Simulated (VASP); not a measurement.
Write the native input for VASP 6.6.1 that does the following.

```yaml
Task: single point
Functional: PBEsol
Potentials_or_basis: VASP PAW PBE potentials, release 64 (Sb)
Cutoff: 520 eV
k_mesh: 19 × 19 × 19
Occupations: fermi-dirac, width 0.05 eV
Spin: no spin polarisation
Dipole_correction: no
Further_INCAR_settings: ALGO = Normal; EDIFF = 1e-06; NBANDS = 8
```

The structure of Sb lies in POSCAR:

```
Sb
1.0
   -1.5100000367      1.5100000367      2.4882392632
    1.5100000367     -1.5100000367      2.4882392632
    1.5100000367      1.5100000367     -2.4882392632
Sb
1
Direct
    0.0000000000      0.0000000000      0.0000000000
```

This cell differs from its parent crystal: volume scaled by 1.01.

These files were run (other wordings do the same):

INCAR

```
PREC = Accurate ; ENCUT = 520
EDIFF = 1E-6 ; ISMEAR = -1
SIGMA = 0.05 ; LREAL = F
LASPH = T ; NELM = 100
ALGO = Normal ; ISIF = 2
LWAVE = F ; LCHARG = F
GGA = PS ; NBANDS = 8
```

KPOINTS

```
Automatic mesh
0
Gamma
  19 19 19
```

Potentials or basis: VASP PAW PBE potentials, release 64 (Sb).

The run is started by

```sh
$ cat potpaw_PBE.64/Sb/POTCAR > POTCAR
$ mpirun -np 1 vasp_std > vasp.out
```

Results of the run:

```
Pressure : 14.0 GPa
```

Caveat: the PAW data sets were made with another functional, which shifts forces and pressure a little.

Wall time 18 s on 1 thread of Intel(R) Xeon(R) 6975P-C (Granite Rapids) (shared host), peak memory 0.21 GiB.
